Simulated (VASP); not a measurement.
# Si (a cell with a defect) in VASP: single point with PBEsol

Aim: the single point of Si (a cell with a defect) with PBEsol.

All numbers are computed with VASP 6.6.1; they aren't measurements. Logs are shortened: lines on timing, memory, paths and dates and some standing lists are left out, and cuts for length are marked.

**1. The cell of the first run**

The cell holds a defect, 17 atoms: a = 7.679 Å, b = 7.679 Å, c = 7.679 Å, α = 60.00°, β = 60.00°, γ = 60.00°.

**2. Single point, PBEsol**

The input, INCAR:

```
PREC = Accurate
ENCUT = 520
EDIFF = 1E-6
ISMEAR = 0
SIGMA = 0.02
LREAL = Auto
LASPH = T
NELM = 100
ALGO = Normal
ISIF = 2
LWAVE = F
LCHARG = F
GGA = PS
NBANDS = 48
```

The input, KPOINTS:

```
regular mesh
0
Gamma
  2 2 2
```

The input, POSCAR:

```
Si
1.0
    0.0000000000      5.4300000000      5.4300000000
    5.4300000000      0.0000000000      5.4300000000
    5.4300000000      5.4300000000      0.0000000000
Si
17
Direct
    0.0004867403     -0.0003620626     -0.0001677716
    0.1235385820      0.1225720994      0.1225993554
   -0.0024681400     -0.0030257827      0.5026756906
    0.1234294659      0.1227289134      0.6310839779
   -0.0024909761      0.5026235727     -0.0030066298
    0.1233993554      0.6308943831      0.1228520258
   -0.0025578269      0.5027252302      0.5028324125
    0.1265804788      0.6244081031      0.6244707182
    0.5036809392     -0.0034476059     -0.0034096685
    0.6317523941      0.1225398711      0.1227118785
    0.5035558011     -0.0032795580      0.5028953959
    0.6252819521      0.1262760589      0.6240808471
    0.5035014733      0.5027197053     -0.0031453039
    0.6252636280      0.6240037753      0.1262813076
    0.5003279006      0.4998542357      0.4998809392
    0.6252057090      0.6241594843      0.6243267035
    1.2506949355      0.2495702578      0.2497610497
```

Potentials or basis: VASP PAW PBE potentials, release 64 (Si).

Command:

```sh
$ cat potpaw_PBE.64/Si/POTCAR > POTCAR
$ mpirun -np 1 vasp_std > vasp.out
```

OUTCAR:

```text
PREC = Accurate
   ENCUT = 520
   EDIFF = 1E-6
   ISMEAR = 0
   LREAL = Auto
   LASPH = T
   NELM = 100
   ISIF = 2
   GGA = PS

 ion  position               nearest neighbor table
   1  0.000  1.000  1.000-  10 2.31   6 2.31   4 2.31   2 2.31
   2  0.124  0.123  0.123-   1 2.31   5 2.38   3 2.38   9 2.38  17 2.39
   3  0.998  0.997  0.503-  12 2.33   8 2.34   4 2.38   2 2.38  17 2.75
   4  0.123  0.123  0.631-   1 2.31   7 2.38   3 2.38  11 2.38  17 2.39
   5  0.998  0.503  0.997-  14 2.33   8 2.34   6 2.38   2 2.38  17 2.75
   6  0.123  0.631  0.123-   1 2.31   7 2.38   5 2.38  13 2.38  17 2.39
   7  0.997  0.503  0.503-  16 2.33   8 2.34   6 2.38   4 2.38  17 2.75
   8  0.127  0.624  0.624-   7 2.34   5 2.34   3 2.34  15 2.34
   9  0.504  0.997  0.997-  12 2.34  14 2.34   2 2.38  10 2.38  17 2.75
  10  0.632  0.123  0.123-   1 2.31   9 2.38  13 2.38  11 2.38  17 2.39
  11  0.504  0.997  0.503-  12 2.34  16 2.34   4 2.38  10 2.38  17 2.75
  12  0.625  0.126  0.624-   3 2.33  11 2.34   9 2.34  15 2.34
  13  0.504  0.503  0.997-  14 2.34  16 2.34   6 2.38  10 2.38  17 2.75
  14  0.625  0.624  0.126-   5 2.33  13 2.34   9 2.34  15 2.34
  15  0.500  0.500  0.500-  12 2.34  14 2.34  16 2.34   8 2.34
  16  0.625  0.624  0.624-   7 2.33  13 2.34  11 2.34  15 2.34
  17  0.251  0.250  0.250-  10 2.39   2 2.39   4 2.39   6 2.39   3 2.75   5 2.75  13 2.75  11 2.75
                             9 2.75   7 2.75

  LATTYP: Found a face centered cubic cell.
 ALAT       =    10.8600000000

  Lattice vectors:

 A1 = (   0.0000000000,   5.4300000000,   5.4300000000)
 A2 = (   5.4300000000,   0.0000000000,   5.4300000000)
 A3 = (   5.4300000000,   5.4300000000,   0.0000000000)

Analysis of symmetry for initial positions (statically):
=====================================================================
 Subroutine PRICEL returns:
 Original cell was already a primitive cell.

 Routine SETGRP: Setting up the symmetry group for a
 face centered cubic supercell.

 Subroutine GETGRP returns: Found  1 space group operations
 (whereof  1 operations were pure point group operations)
 out of a pool of 48 trial point group operations.

The static configuration has the point symmetry C_1 .

Analysis of symmetry for dynamics (positions and initial velocities):
=====================================================================
 Subroutine PRICEL returns:
 Original cell was already a primitive cell.

 Routine SETGRP: Setting up the symmetry group for a
 face centered cubic supercell.

 Subroutine GETGRP returns: Found  1 space group operations
 (whereof  1 operations were pure point group operations)
 out of a pool of 48 trial point group operations.

The dynamic configuration has the point symmetry C_1 .

 Subroutine INISYM returns: Found  1 space group operations
 (whereof  1 operations are pure point group operations),
 and found     1 'primitive' translations

----------------------------------------------------------------------------------------

                                     Primitive cell

  volume of cell :     320.2060

  direct lattice vectors                    reciprocal lattice vectors
     0.000000000  5.430000000  5.430000000    -0.092081031  0.092081031  0.092081031
     5.430000000  0.000000000  5.430000000     0.092081031 -0.092081031  0.092081031
     5.430000000  5.430000000  0.000000000     0.092081031  0.092081031 -0.092081031

  length of vectors
     7.679179644  7.679179644  7.679179644     0.159489025  0.159489025  0.159489025

  position of ions in fractional coordinates (direct lattice)
     0.000486740  0.999637937  0.999832228
     0.123538582  0.122572099  0.122599355
     0.997531860  0.996974217  0.502675691
     0.123429466  0.122728913  0.631083978
     0.997509024  0.502623573  0.996993370
     0.123399355  0.630894383  0.122852026
[... 9 lines left out ...]
     0.625205709  0.624159484  0.624326704
     0.250694936  0.249570258  0.249761050

  ion indices of the primitive-cell ions
   primitive index   ion index
                 1           1
                 2           2
                 3           3
                 4           4
                 5           5
                 6           6
[... 9 lines left out ...]
                16          16
                17          17

----------------------------------------------------------------------------------------

 KPOINTS: regular mesh

Automatic generation of k-mesh.
 Grid dimensions read from file:
 generate k-points for:    2    2    2

 Generating k-lattice:

  Cartesian coordinates                     Fractional coordinates (reciprocal lattice)
    -0.046040516  0.046040516  0.046040516     0.500000000  0.000000000  0.000000000
     0.046040516 -0.046040516  0.046040516     0.000000000  0.500000000  0.000000000
     0.046040516  0.046040516 -0.046040516     0.000000000  0.000000000  0.500000000

  Length of vectors
     0.079744512  0.079744512  0.079744512

  Shift w.r.t. Gamma in fractional coordinates (k-lattice)
     0.000000000  0.000000000  0.000000000

 Subroutine IBZKPT returns following result:
 ===========================================

 Found      8 irreducible k-points:

 Following reciprocal coordinates:
            Coordinates               Weight
  0.000000  0.000000  0.000000      1.000000
  0.500000  0.000000  0.000000      1.000000
  0.000000  0.500000  0.000000      1.000000
  0.000000  0.000000  0.500000      1.000000
  0.500000  0.500000  0.500000      1.000000
  0.500000  0.500000  0.000000      1.000000
  0.000000  0.500000  0.500000      1.000000
  0.500000  0.000000  0.500000      1.000000
   k-points           NKPTS =      8   k-points in BZ     NKDIM =      8   number of bands    NBANDS=     48
   number of dos      NEDOS =    301   number of ions     NIONS =     17
   total plane-waves  NPLWV = 216000
   dimension x,y,z NGX =    60 NGY =   60 NGZ =   60
   dimension x,y,z NGXF=   120 NGYF=  120 NGZF=  120
   ions per type =              17
   NGX,Y,Z   is equivalent  to a cutoff of  12.99, 12.99, 12.99 a.u.
   NGXF,Y,Z  is equivalent  to a cutoff of  25.98, 25.98, 25.98 a.u.
 SYSTEM =  unknown system
   PREC   = accura    normal or accurate (medium, high low for compatibility)
   ISTART =      0    job   : 0-new  1-cont  2-samecut
   ICHARG =      2    charge: 1-file 2-atom 10-const
   ISPIN  =      1    spin polarized calculation?
   LNONCOLLINEAR =      F non collinear calculations
   LSORBIT =      F    spin-orbit coupling
   LASPH  =      T    aspherical Exc in radial PAW
   ENCUT  =  520.0 eV  38.22 Ry    6.18 a.u.  14.28 14.28 14.28*2*pi/ulx,y,z
   NELM   =    100;   NELMIN=  2; NELMDL= -5     # of ELM steps
   EDIFF  = 0.1E-05   stopping-criterion for ELM
   LREAL  =      T    real-space projection
   EDIFFG = 0.1E-04   stopping-criterion for IOM
   NSW    =      0    number of steps for IOM
   IBRION =     -1    ionic relax: 0-MD 1-quasi-New 2-CG
   NFREE  =      0    steps in history (QN), initial steepest desc. (CG)
   ISIF   =      2    stress and relaxation
   ISYM   =      2    0-nonsym 1-usesym 2-fastsym
   POTIM  = 0.5000    time-step for ionic-motion
   TEBEG  =    0.0;   TEEND  =   0.0 temperature during run
   PSTRESS=    0.0 pullay stress
   NELECT =      68.0000    total number of electrons
   NUPDOWN=      -1.0000    fix difference up-down
   EMIN   =  10.00;   EMAX   =-10.00  energy-range for DOS
   EFERMI =   0.00;   METHOD = LEGACY
   ISMEAR =     0;   SIGMA  =   0.02  broadening in eV -4-tet -1-fermi 0-gaus
   EFERMI_NEDOS =   21; number of points for ismear=-14 and -15
   IALGO  =     38    algorithm
   IMIX   =      4    mixing-type and parameters
     AMIX     =   0.40;   BMIX     =  1.00
     AMIX_MAG =   1.60;   BMIX_MAG =  1.00
  volume/ion in A,a.u.               =      18.84       127.11
  Fermi-wavevector in a.u.,A,eV,Ry     =   0.976715  1.845724 12.979587  0.953973
  Thomas-Fermi vector in A             =   2.107356
   LORBIT       =      0    0 simple, 1 ext, 2 COOP (PROOUT), +10 PAW based schemes
   GGA     = PS    functional components
   LHFCALC =     F    Hartree Fock is set to
   AEXX    =    0.0000 exact exchange contribution
   IVDW    =     0    specifies the selected vdW correction
   LEPSILON=     F    determine dielectric tensor
   LRPA    =     F    only Hartree local field effects (RPA)
 non-spin polarized calculation
 Gauss-broadening in eV      SIGMA  =   0.02
  energy-cutoff  :      520.00
  volume of cell :      320.21
 maximum number of plane-waves:      8646
 NGX is ok and might be reduce to    60
   NGX = 29   NGY = 29   NGZ = 29

 number of electron      68.0000001 magnetization

 Free energy of the ion-electron system (eV)
  ---------------------------------------------------
  ext. energy  EPLUGINS =         0.00000000
  ---------------------------------------------------
  free energy    TOTEN  =       -93.92159804 eV

  energy without entropy =      -93.91765326  energy(sigma->0) =      -93.91962565

 E-fermi :   6.8057     XC(G=0):  -9.8055

 val. band max:        6.5650162750   @ k =   0.0000   0.0000   0.0000
 cond. band min:       6.8116173840   @ k =   0.0000   0.5000   0.5000
 fundamental gap:      0.2466011090
 Fermi energy:         6.8057074594

 k-point     1 :       0.0000    0.0000    0.0000
  band No.  band energies     occupation
      1      -6.3885      2.00000
      2      -3.8283      2.00000
      3      -3.6842      2.00000
      4      -3.6835      2.00000
      5      -3.6827      2.00000
      6      -2.8681      2.00000
[... 38 lines left out ...]
     45       8.0221      0.00000
     46       8.9739      0.00000

 k-point     2 :       0.5000    0.0000    0.0000
  band No.  band energies     occupation
      1      -5.9873      2.00000
      2      -5.0179      2.00000
      3      -3.6290      2.00000
      4      -3.4886      2.00000
      5      -3.4880      2.00000
      6      -3.0021      2.00000
[... 286 lines left out ...]
 k-point     8 :       0.5000    0.0000    0.5000
  band No.  band energies     occupation
      1      -5.8545      2.00000
      2      -4.7877      2.00000
      3      -4.0445      2.00000
      4      -3.9388      2.00000
      5      -3.9383      2.00000
      6      -3.6828      2.00000
[... 38 lines left out ...]
     45      10.0370      0.00000
     46      10.0376      0.00000
 [bands above 46 left out]

------------------------ aborting loop because EDIFF is reached ----------------------------------------

  FORCE on cell =-STRESS in cart. coord.  units (eV):
  Direction    XX          YY          ZZ          XY          YZ          ZX
  --------------------------------------------------------------------------------------
  -------------------------------------------------------------------------------------
  Total        7.0028602      7.0179291      7.0247824     -0.0184030      0.0310436     -0.0235665
  in kB       35.0393913     35.1147900     35.1490808     -0.0920809      0.1553293     -0.1179169
  external PRESSURE =      35.1010874 kB  Pullay stress =       0.0000000 kB

 VOLUME and BASIS-vectors are now :
 -----------------------------------------------------------------------------
  energy-cutoff  :      520.00
  volume of cell :      320.21
      direct lattice vectors                 reciprocal lattice vectors
     0.000000000  5.430000000  5.430000000    -0.092081031  0.092081031  0.092081031
     5.430000000  0.000000000  5.430000000     0.092081031 -0.092081031  0.092081031
     5.430000000  5.430000000  0.000000000     0.092081031  0.092081031 -0.092081031

 POSITION                                       TOTAL-FORCE (eV/Angst)
 -----------------------------------------------------------------------------------
     10.85712      5.43173      5.43068         0.002676     -0.001134      0.000233
      1.33128      1.33653      1.33638        -0.008233     -0.005054     -0.005621
      8.14310      8.14613     10.83017        -0.011212      0.009326      0.004660
      4.09320      4.09701      1.33664         0.005180      0.009204     -0.006558
      8.14292     10.83015      8.14572        -0.010380      0.005828      0.007630
      4.09284      1.33714      4.09582         0.005743     -0.006719      0.010141
[... 9 lines left out ...]
      6.77928      6.78496      6.78405         0.016031     -0.009556     -0.006272
      2.71137      2.71748      2.71644         0.002145     -0.002882     -0.003223
 -----------------------------------------------------------------------------------
    total drift:                                0.005863     -0.004076     -0.003078

  FREE ENERGIE OF THE ION-ELECTRON SYSTEM (eV)
  ---------------------------------------------------
  free  energy   TOTEN  =       -93.9215980351 eV

  energy  without entropy=      -93.9176532635  energy(sigma->0) =      -93.91962565
```

It took 99 s on 1 thread of Intel Xeon 6975P-C (Granite Rapids), shared host; peak memory 0.46 GiB.

What came out:

- Free energy: -93.9216 eV
- Pressure: 3.5 GPa
- Largest force: 0.020 eV/Å
- Band gap on the k mesh: zero (band 34 reaches 6.81 eV, above the bottom of band 35 at 6.56 eV)

Forces in eV/Å, atoms in the order of the input:
```
Si   0.003 -0.001  0.000
Si  -0.008 -0.005 -0.006
Si  -0.011  0.009  0.005
Si   0.005  0.009 -0.007
Si  -0.010  0.006  0.008
Si   0.006 -0.007  0.010
Si  -0.008  0.008  0.007
Si   0.000  0.003  0.006
Si   0.006  0.005  0.002
Si  -0.009  0.009  0.009
Si  -0.007 -0.005  0.001
Si   0.008 -0.004 -0.015
Si  -0.007  0.003 -0.004
Si   0.011 -0.015 -0.003
Si   0.004 -0.003 -0.002
Si   0.016 -0.010 -0.006
Si   0.002 -0.003 -0.003
```

Caveat: the k points lie up to 0.50 Å⁻¹ apart; the PAW data sets were made with another functional, which shifts forces and pressure a little.
